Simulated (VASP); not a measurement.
Set up this calculation in VASP 6.6.1, as the native input.

```
Task                   : single point
Functional             : PBE
Dispersion             : D3(BJ)
Potentials or basis    : VASP PAW PBE potentials, release 64 (Au)
Cutoff                 : 520 eV
k mesh                 : 18 × 18 × 18
Occupations            : gaussian, width 0.1 eV
Spin                   : no spin polarisation
Dipole correction      : no
Further INCAR settings : ALGO = Fast; EDIFF = 1e-06; NBANDS = 12
```

The structure of Au lies in POSCAR:

```
Au
1.0
    0.0000000000      2.0719184778      2.0719184778
    2.0719184778      0.0000000000      2.0719184778
    2.0719184778      2.0719184778      0.0000000000
Au
1
Direct
    0.0000000000      0.0000000000      0.0000000000
```

One way to write it, as run:

INCAR

```
SYSTEM = Au
PREC = Accurate
ENCUT = 520
EDIFF = 1E-6
ISMEAR = 0
SIGMA = 0.1
LREAL = .FALSE.
LASPH = .TRUE.
NELM = 100
ALGO = Fast
ISIF = 2
LWAVE = .FALSE.
LCHARG = .FALSE.
GGA = PE
IVDW = 12
NBANDS = 12
```

KPOINTS

```
regular mesh
0
G
  18 18 18
  0 0 0
```

Potentials or basis: VASP PAW PBE potentials, release 64 (Au).

The run is started by

```console
$ cat potpaw_PBE.64/Au/POTCAR > POTCAR
$ mpirun -np 1 vasp_std > vasp.out
```

It gave:

```
Pressure                   : -4.6 GPa
Band gap on the k mesh     : zero (an odd number of electrons rules out a gap without spin polarisation)
Dispersion energy per atom : -0.637 eV
```

Caveat: the cell stands under tension; spin-orbit coupling is left out, which moves the levels of the heavy elements.

Wall time 44 s on 1 thread of Intel Xeon 8259CL (shared host), peak memory 0.18 GiB.
